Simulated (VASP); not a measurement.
# Rb (Im-3m) in VASP: notebook

Rb is run at these levels: LDA; tasks: single point, relaxation of volume and atoms at fixed shape.

Everything below comes from runs of VASP 6.6.1. Logs are shortened: lines on timing, memory, paths and dates and some standing lists are left out, and cuts for length are marked.

## 1. The cell of the first run

Symmetry: Im-3m, No. 229, cubic system. The conventional cell has a = 5.410 Å, b = 5.410 Å, c = 5.410 Å, α = 90.00°, β = 90.00°, γ = 90.00°.

## 2. Single point, LDA

File INCAR:

```
  PREC = Accurate
  ENCUT = 520
  EDIFF = 1E-6
  ISMEAR = 1
  SIGMA = 0.05
  LREAL = False
  LASPH = True
  NELM = 60
  ALGO = Normal
  ISIF = 2
  LWAVE = False
  LCHARG = True
  LELF = True
  LVHAR = True
  NBANDS = 10
```

File KPOINTS:

```
regular mesh
0
Gamma
  6 6 6
```

File POSCAR:

```
Rb
1.0
   -2.7048134323      2.7048134323      2.7048134323
    2.7048134323     -2.7048134323      2.7048134323
    2.7048134323      2.7048134323     -2.7048134323
Rb
1
Direct
    0.0000000000      0.0000000000      0.0000000000
```

Potentials or basis: VASP PAW LDA potentials, release 64 (Rb_sv).

Command:

```console
$ cat potpaw_LDA.64/Rb_sv/POTCAR > POTCAR
$ mpirun -np 1 vasp_std > vasp.out
```

OUTCAR:

```text
PREC = Accurate
   ENCUT = 520
   EDIFF = 1E-6
   ISMEAR = 1
   LREAL = False
   LASPH = True
   NELM = 60
   ISIF = 2

 ion  position               nearest neighbor table
   1  0.000  0.000  0.000-

  LATTYP: Found a body centered cubic cell.
 ALAT       =     5.4096268646

  Lattice vectors:

 A1 = (  -2.7048134323,   2.7048134323,   2.7048134323)
 A2 = (   2.7048134323,  -2.7048134323,   2.7048134323)
 A3 = (   2.7048134323,   2.7048134323,  -2.7048134323)

Analysis of symmetry for initial positions (statically):
=====================================================================
 Subroutine PRICEL returns:
 Original cell was already a primitive cell.

 Routine SETGRP: Setting up the symmetry group for a
 body centered cubic supercell.

 Subroutine GETGRP returns: Found 48 space group operations
 (whereof 48 operations were pure point group operations)
 out of a pool of 48 trial point group operations.

The static configuration has the point symmetry O_h .

Analysis of symmetry for dynamics (positions and initial velocities):
=====================================================================
 Subroutine PRICEL returns:
 Original cell was already a primitive cell.

 Routine SETGRP: Setting up the symmetry group for a
 body centered cubic supercell.

 Subroutine GETGRP returns: Found 48 space group operations
 (whereof 48 operations were pure point group operations)
 out of a pool of 48 trial point group operations.

The dynamic configuration has the point symmetry O_h .

 Subroutine INISYM returns: Found 48 space group operations
 (whereof 48 operations are pure point group operations),
 and found     1 'primitive' translations

----------------------------------------------------------------------------------------

                                     Primitive cell

  volume of cell :      79.1538

  direct lattice vectors                    reciprocal lattice vectors
    -2.704813432  2.704813432  2.704813432     0.000000000  0.184855633  0.184855633
     2.704813432 -2.704813432  2.704813432     0.184855633  0.000000000  0.184855633
     2.704813432  2.704813432 -2.704813432     0.184855633  0.184855633  0.000000000

  length of vectors
     4.684874290  4.684874290  4.684874290     0.261425344  0.261425344  0.261425344

  position of ions in fractional coordinates (direct lattice)
     0.000000000  0.000000000  0.000000000

  ion indices of the primitive-cell ions
   primitive index   ion index
                 1           1

----------------------------------------------------------------------------------------

 KPOINTS: regular mesh

Automatic generation of k-mesh.
 Grid dimensions read from file:
 generate k-points for:    6    6    6

 Generating k-lattice:

  Cartesian coordinates                     Fractional coordinates (reciprocal lattice)
     0.000000000  0.030809272  0.030809272     0.166666667  0.000000000  0.000000000
     0.030809272  0.000000000  0.030809272     0.000000000  0.166666667  0.000000000
     0.030809272  0.030809272  0.000000000     0.000000000  0.000000000  0.166666667

  Length of vectors
     0.043570891  0.043570891  0.043570891

  Shift w.r.t. Gamma in fractional coordinates (k-lattice)
     0.000000000  0.000000000  0.000000000

 Subroutine IBZKPT returns following result:
 ===========================================

 Found     16 irreducible k-points:

 Following reciprocal coordinates:
            Coordinates               Weight
  0.000000  0.000000  0.000000      1.000000
  0.166667  0.000000  0.000000     12.000000
  0.333333  0.000000  0.000000     12.000000
  0.500000  0.000000  0.000000      6.000000
  0.166667  0.166667  0.000000     24.000000
  0.333333  0.166667  0.000000     48.000000
[... 8 lines left out ...]
  0.500000  0.500000  0.333333     12.000000
  0.500000  0.500000  0.500000      1.000000
   k-points           NKPTS =     16   k-points in BZ     NKDIM =     16   number of bands    NBANDS=     10
   number of dos      NEDOS =    301   number of ions     NIONS =      1
   total plane-waves  NPLWV =  46656
   dimension x,y,z NGX =    36 NGY =   36 NGZ =   36
   dimension x,y,z NGXF=    72 NGYF=   72 NGZF=   72
   ions per type =               1
   NGX,Y,Z   is equivalent  to a cutoff of  12.77, 12.77, 12.77 a.u.
   NGXF,Y,Z  is equivalent  to a cutoff of  25.55, 25.55, 25.55 a.u.
 SYSTEM =  unknown system
   PREC   = accura    normal or accurate (medium, high low for compatibility)
   ISTART =      0    job   : 0-new  1-cont  2-samecut
   ICHARG =      2    charge: 1-file 2-atom 10-const
   ISPIN  =      1    spin polarized calculation?
   LNONCOLLINEAR =      F non collinear calculations
   LSORBIT =      F    spin-orbit coupling
   LASPH  =      T    aspherical Exc in radial PAW
   ENCUT  =  520.0 eV  38.22 Ry    6.18 a.u.   8.71  8.71  8.71*2*pi/ulx,y,z
   NELM   =     60;   NELMIN=  2; NELMDL= -5     # of ELM steps
   EDIFF  = 0.1E-05   stopping-criterion for ELM
   LREAL  =      F    real-space projection
   EDIFFG = 0.1E-04   stopping-criterion for IOM
   NSW    =      0    number of steps for IOM
   IBRION =     -1    ionic relax: 0-MD 1-quasi-New 2-CG
   NFREE  =      0    steps in history (QN), initial steepest desc. (CG)
   ISIF   =      2    stress and relaxation
   ISYM   =      2    0-nonsym 1-usesym 2-fastsym
   POTIM  = 0.5000    time-step for ionic-motion
   TEBEG  =    0.0;   TEEND  =   0.0 temperature during run
   PSTRESS=    0.0 pullay stress
   NELECT =       9.0000    total number of electrons
   NUPDOWN=      -1.0000    fix difference up-down
   EMIN   =  10.00;   EMAX   =-10.00  energy-range for DOS
   EFERMI =   0.00;   METHOD = LEGACY
   ISMEAR =     1;   SIGMA  =   0.05  broadening in eV -4-tet -1-fermi 0-gaus
   EFERMI_NEDOS =   21; number of points for ismear=-14 and -15
   IALGO  =     38    algorithm
   IMIX   =      4    mixing-type and parameters
     AMIX     =   0.40;   BMIX     =  1.00
     AMIX_MAG =   1.60;   BMIX_MAG =  1.00
  volume/ion in A,a.u.               =      79.15       534.16
  Fermi-wavevector in a.u.,A,eV,Ry     =   0.793107  1.498755  8.558315  0.629018
  Thomas-Fermi vector in A             =   1.898977
   LORBIT       =      0    0 simple, 1 ext, 2 COOP (PROOUT), +10 PAW based schemes
   GGA     = CA    functional components
   LHFCALC =     F    Hartree Fock is set to
   AEXX    =    0.0000 exact exchange contribution
   IVDW    =     0    specifies the selected vdW correction
   LEPSILON=     F    determine dielectric tensor
   LRPA    =     F    only Hartree local field effects (RPA)
 non-spin polarized calculation
 Methfessel and Paxton  Order N= 1 SIGMA  =   0.05
  energy-cutoff  :      520.00
  volume of cell :       79.15
 maximum number of plane-waves:      2214
   NGX = 17   NGY = 17   NGZ = 17

 number of electron       9.0000000 magnetization

 Free energy of the ion-electron system (eV)
  ---------------------------------------------------
  ext. energy  EPLUGINS =         0.00000000
  ---------------------------------------------------
  free energy    TOTEN  =        -1.03714106 eV

  energy without entropy =       -1.03405981  energy(sigma->0) =       -1.03611397

 E-fermi :   0.1350     XC(G=0):  -6.0450

 val. band max:       -0.0858486672   @ k =   0.1667   0.1667   0.1667
 cond. band min:       0.1386602251   @ k =   0.3333   0.1667   0.0000
 fundamental gap:      0.2245088922
 Fermi energy:         0.1349579604

 k-point     1 :       0.0000    0.0000    0.0000
  band No.  band energies     occupation
      1     -28.6131      2.00000
      2     -12.6953      2.00000
      3     -12.6953      2.00000
      4     -12.6953      2.00000
      5      -2.0633      2.00000
      6       3.8133      0.00000
      7       3.8133      0.00000
      8       3.8133      0.00000
      9       4.8957      0.00000
     10       4.8957      0.00000

 k-point     2 :       0.1667    0.0000    0.0000
  band No.  band energies     occupation
      1     -28.6110      2.00000
      2     -12.7363      2.00000
      3     -12.7084      2.00000
      4     -12.6954      2.00000
      5      -1.6936      2.00000
      6       3.2470      0.00000
      7       3.4162      0.00000
      8       4.1709      0.00000
      9       4.6003      0.00000
     10       4.8244      0.00000

 k-point     3 :       0.3333    0.0000    0.0000
  band No.  band energies     occupation
      1     -28.6068      2.00000
      2     -12.8158      2.00000
      3     -12.7343      2.00000
      4     -12.6956      2.00000
      5      -0.7084      2.00000
      6       2.0089      0.00000
      7       2.8672      0.00000
      8       4.7533      0.00000
      9       4.9712      0.00000
     10       5.1968      0.00000

 k-point     4 :       0.5000    0.0000    0.0000
  band No.  band energies     occupation
      1     -28.6046      2.00000
      2     -12.8543      2.00000
      3     -12.7472      2.00000
      4     -12.6957      2.00000
      5       0.2772     -0.00043
      6       1.0659     -0.00000
      7       2.6542      0.00000
      8       4.5616      0.00000
      9       5.5417      0.00000
     10       5.7310      0.00000
[... 118 lines left out ...]
 k-point    14 :      -0.3333    0.3333    0.3333
  band No.  band energies     occupation
      1     -28.6015      2.00000
      2     -12.8000      2.00000
      3     -12.7781      2.00000
      4     -12.7781      2.00000
      5       0.4079     -0.00000
      6       1.8053      0.00000
      7       3.3554      0.00000
      8       3.3554      0.00000
      9       3.7442      0.00000
     10       5.4498      0.00000

 k-point    15 :       0.5000    0.5000    0.3333
  band No.  band energies     occupation
      1     -28.5997      2.00000
      2     -12.8192      2.00000
      3     -12.7925      2.00000
      4     -12.7801      2.00000
      5       1.1968      0.00000
      6       1.2933      0.00000
      7       2.8693      0.00000
      8       3.4304      0.00000
      9       4.1826      0.00000
     10       6.1421      0.00000

 k-point    16 :       0.5000    0.5000    0.5000
  band No.  band energies     occupation
      1     -28.5981      2.00000
      2     -12.8074      2.00000
      3     -12.8074      2.00000
      4     -12.8074      2.00000
      5       1.2814      0.00000
      6       1.2814      0.00000
      7       3.7384      0.00000
      8       3.7384      0.00000
      9       3.7384      0.00000
     10       5.5125      0.00000

------------------------ aborting loop because EDIFF is reached ----------------------------------------

  FORCE on cell =-STRESS in cart. coord.  units (eV):
  Direction    XX          YY          ZZ          XY          YZ          ZX
  --------------------------------------------------------------------------------------
  -------------------------------------------------------------------------------------
  Total       -0.0201214     -0.0201214     -0.0201214      0.0000000      0.0000000      0.0000000
  in kB       -0.4072837     -0.4072837     -0.4072837      0.0000000      0.0000000      0.0000000
  external PRESSURE =      -0.4072837 kB  Pullay stress =       0.0000000 kB

 VOLUME and BASIS-vectors are now :
 -----------------------------------------------------------------------------
  energy-cutoff  :      520.00
  volume of cell :       79.15
      direct lattice vectors                 reciprocal lattice vectors
    -2.704813432  2.704813432  2.704813432     0.000000000  0.184855633  0.184855633
     2.704813432 -2.704813432  2.704813432     0.184855633  0.000000000  0.184855633
     2.704813432  2.704813432 -2.704813432     0.184855633  0.184855633  0.000000000

 POSITION                                       TOTAL-FORCE (eV/Angst)
 -----------------------------------------------------------------------------------
      0.00000      0.00000      0.00000         0.000000      0.000000     -0.000000
 -----------------------------------------------------------------------------------
    total drift:                               -0.000000     -0.000000      0.000000

  FREE ENERGIE OF THE ION-ELECTRON SYSTEM (eV)
  ---------------------------------------------------
  free  energy   TOTEN  =        -1.0371410556 eV

  energy  without entropy=       -1.0340598065  energy(sigma->0) =       -1.03611397
```

Run time: 18 s. Hardware: 1 thread of AMD EPYC 7R13, shared host; peak memory 0.14 GiB.

What came out:

```
Free energy : -1.0371 eV
Pressure    : 0.0 GPa
```

Levels at points of the mesh, in eV from the Fermi level:
```csv
k point,band 1,band 2,band 3,band 4,band 5,band 6,band 7,band 8
"(0.00, 0.00, 0.00)",-28.75,-12.83,-12.83,-12.83,-2.20,3.68,3.68,3.68
"(0.50, 0.00, 0.00)",-28.74,-12.99,-12.88,-12.83,0.14,0.93,2.52,4.43
"(0.50, 0.50, 0.50)",-28.73,-12.94,-12.94,-12.94,1.15,1.15,3.60,3.60
```

## 3. Relaxation of volume and atoms at fixed shape, LDA

This run uses another cell than the first one, of 88.04 Å³/atom, 1.112 times its volume.

File INCAR:

```
PREC     = Accurate       # precision mode
ENCUT    = 600            # plane-wave cutoff, eV
EDIFF    = 1E-6           # SCF threshold, eV
ISMEAR   = 1              # smearing method
SIGMA    = 0.05           # smearing width, eV
LREAL    = F              # projectors in reciprocal space
LASPH    = T              # aspherical terms in the spheres
NELM     = 80             # most SCF steps
ALGO     = Normal         # electronic algorithm
ISIF     = 8              # what is computed and relaxed
LWAVE    = F              # write WAVECAR
LCHARG   = F              # write CHGCAR
GGA      = CA             # functional
IBRION   = 2              # ionic algorithm
NSW      = 80             # ionic steps
EDIFFG   = -0.01          # ionic threshold
```

KPOINTS is that of step 2.

File POSCAR:

```
Rb
1.0
   -2.8025000000      2.8025000000      2.8025000000
    2.8025000000     -2.8025000000      2.8025000000
    2.8025000000      2.8025000000     -2.8025000000
Rb
1
Direct
    0.0000000000      0.0000000000      0.0000000000
```

Potentials or basis: VASP PAW LDA potentials, release 64 (Rb_sv).

Command:

```console
$ cat potpaw_LDA.64/Rb_sv/POTCAR > POTCAR
$ mpirun -np 1 vasp_std > vasp.out
```

OUTCAR:

```text
PREC = Accurate
   ENCUT = 600
   EDIFF = 1E-6
   ISMEAR = 1
   LREAL = F
   LASPH = T
   NELM = 80
   ISIF = 8
   GGA = CA
   IBRION = 2
   NSW = 80
   EDIFFG = -0.01

 ion  position               nearest neighbor table
   1  0.000  0.000  0.000-

  LATTYP: Found a body centered cubic cell.
 ALAT       =     5.6050000000

  Lattice vectors:

 A1 = (  -2.8025000000,   2.8025000000,   2.8025000000)
 A2 = (   2.8025000000,  -2.8025000000,   2.8025000000)
 A3 = (   2.8025000000,   2.8025000000,  -2.8025000000)

Analysis of symmetry for initial positions (statically):
=====================================================================
 Subroutine PRICEL returns:
 Original cell was already a primitive cell.

 Routine SETGRP: Setting up the symmetry group for a
 body centered cubic supercell.

 Subroutine GETGRP returns: Found 48 space group operations
 (whereof 48 operations were pure point group operations)
 out of a pool of 48 trial point group operations.

The static configuration has the point symmetry O_h .

Analysis of symmetry for dynamics (positions and initial velocities):
[... 153 lines left out ...]
  FORCE on cell =-STRESS in cart. coord.  units (eV):
  Direction    XX          YY          ZZ          XY          YZ          ZX
  --------------------------------------------------------------------------------------
  -------------------------------------------------------------------------------------
  Total       -0.1836641     -0.1836641     -0.1836641     -0.0000000      0.0000000     -0.0000000
  in kB       -3.3422434     -3.3422434     -3.3422434     -0.0000000      0.0000000     -0.0000000
  external PRESSURE =      -3.3422434 kB  Pullay stress =       0.0000000 kB
[... 22 lines left out ...]
--------------------------------------- Ionic step        2  -------------------------------------------

 number of electron       9.0000000 magnetization

 E-fermi :  -0.0569     XC(G=0):  -5.8317

 val. band max:       -0.2788620947   @ k =   0.1667   0.1667   0.1667
 cond. band min:      -0.0531690665   @ k =   0.3333   0.1667  -0.0000
 fundamental gap:      0.2256930282
 Fermi energy:        -0.0568728872

 k-point     1 :       0.0000    0.0000    0.0000
  band No.  band energies     occupation
      1     -28.8397      2.00000
      2     -12.9336      2.00000
      3     -12.9336      2.00000
      4     -12.9336      2.00000
      5      -2.1408      2.00000
      6       3.5551      0.00000
      7       3.5551      0.00000
      8       3.5551      0.00000
[... 302 lines left out ...]
--------------------------------------- Ionic step        6  -------------------------------------------

 number of electron       9.0000000 magnetization

 Free energy of the ion-electron system (eV)
  ---------------------------------------------------
  ext. energy  EPLUGINS =         0.00000000
  ---------------------------------------------------
  free energy    TOTEN  =        -1.03733340 eV

  energy without entropy =       -1.03425320  energy(sigma->0) =       -1.03630667

 E-fermi :   0.1643     XC(G=0):  -6.0763

 val. band max:       -0.0560307387   @ k =   0.1667   0.1667   0.1667
 cond. band min:       0.1679657790   @ k =   0.3333   0.1667  -0.0000
 fundamental gap:      0.2239965177
 Fermi energy:         0.1642645463

 k-point     1 :       0.0000    0.0000    0.0000
  band No.  band energies     occupation
      1     -28.5797      2.00000
      2     -12.6599      2.00000
      3     -12.6599      2.00000
      4     -12.6599      2.00000
      5      -2.0508      2.00000
      6       3.8517      0.00000
      7       3.8517      0.00000
      8       3.8517      0.00000
[... 191 lines left out ...]
  FREE ENERGIE OF THE ION-ELECTRON SYSTEM (eV)
  ---------------------------------------------------
  free  energy   TOTEN  =        -1.0373333994 eV

  energy  without entropy=       -1.0342531962  energy(sigma->0) =       -1.03630667

 reached required accuracy - stopping structural energy minimisation
```

CONTCAR:

```text
Rb
   1.00000000000000
    -2.6944679374221097    2.6944679374221097    2.6944679374221097
     2.6944679374221097   -2.6944679374221097    2.6944679374221097
     2.6944679374221097    2.6944679374221097   -2.6944679374221097
  Rb
     1
Direct
     0.0000000000000000    0.0000000000000000    0.0000000000000000

  0.00000000E+00  0.00000000E+00  0.00000000E+00
```

Run time: 82 s. Hardware: 1 thread of AMD EPYC 7R13, shared host; peak memory 0.17 GiB.

What came out:

* Free energy: -1.0373 eV
* Relaxed volume: 78.25 Å³/atom
* Relaxed cell: a = 4.667 Å, b = 4.667 Å, c = 4.667 Å, α = 109.47°, β = 109.47°, γ = 109.47°
* Space group after relaxing (to 0.05 Å): Im-3m (No. 229)
* Energy gained by relaxing: 11.3 meV/atom
* Ionic steps: 6
* Pressure after relaxing: 0.0 GPa

The path:
```csv
step,energy change (eV),largest force (eV/Å),pressure (GPa),volume (Å³)
1,0.0000,0.0000,-0.33,88.04
2,-0.0044,0.0000,-0.27,85.72
3,-0.0108,0.0000,-0.06,80.10
4,-0.0112,0.0000,-0.03,78.81
5,-0.0112,0.0000,0.03,77.68
6,-0.0113,0.0000,0.01,78.25
```

Final structure:
```
Rb
1.0
    -2.69447    2.69447    2.69447
     2.69447   -2.69447    2.69447
     2.69447    2.69447   -2.69447
Rb
1
Direct
  0.00000 0.00000 0.00000
```

Levels at points of the mesh, in eV from the Fermi level:
```
           k point  band 1  band 2  band 3  band 4  band 5  band 6  band 7  band 8
(0.00, 0.00, 0.00)  -28.74  -12.82  -12.82  -12.82   -2.22    3.69    3.69    3.69
(0.50, 0.00, 0.00)  -28.73  -12.99  -12.88  -12.82    0.14    0.94    2.52    4.45
(0.50, 0.50, 0.50)  -28.73  -12.94  -12.94  -12.94    1.14    1.14    3.64    3.64
```

Caveat: the volume moved by -11 % from the deposited cell, more than functionals usually miss. LDA usually gives volumes a few per cent too small.
